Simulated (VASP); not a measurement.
Lu, 1 atom in the cell. The structure is cubic, space group Fm-3m (No. 225). The conventional cell has a = 4.763 Å, b = 4.763 Å, c = 4.763 Å, α = 90.00°, β = 90.00°, γ = 90.00°. Within 4.4 Å of Lu (site symmetry m-3m) lie 12 Lu at 3.37 Å. This isn't the form of Lu at room conditions, which is hcp.

- Program: VASP 6.6.1
- Task: single point
- Functional: PBEsol
- Potentials or basis: VASP PAW PBE potentials, release 64 (Lu)
- Cutoff: 520 eV
- k mesh: 7 × 7 × 7
- Occupations: methfessel-paxton, width 0.1 eV
- Spin: no spin polarisation
- Dipole correction: no
- Further INCAR settings: ALGO = Normal; EDIFF = 1e-06; NBANDS = 18

Potentials or basis: VASP PAW PBE potentials, release 64 (Lu).

Run with:

```console
$ cat potpaw_PBE.64/Lu/POTCAR > POTCAR
$ mpirun -np 1 vasp_std > vasp.out
```

Hardware: 1 thread of Intel Xeon 8259CL, on a shared host.

**Question.** Estimate the wall time of this run.

**Answer.** Run time: 18 s on 1 thread of Intel Xeon 8259CL, on a shared host, peak memory 0.17 GiB. Counts: scf iterations 11, k points 20.
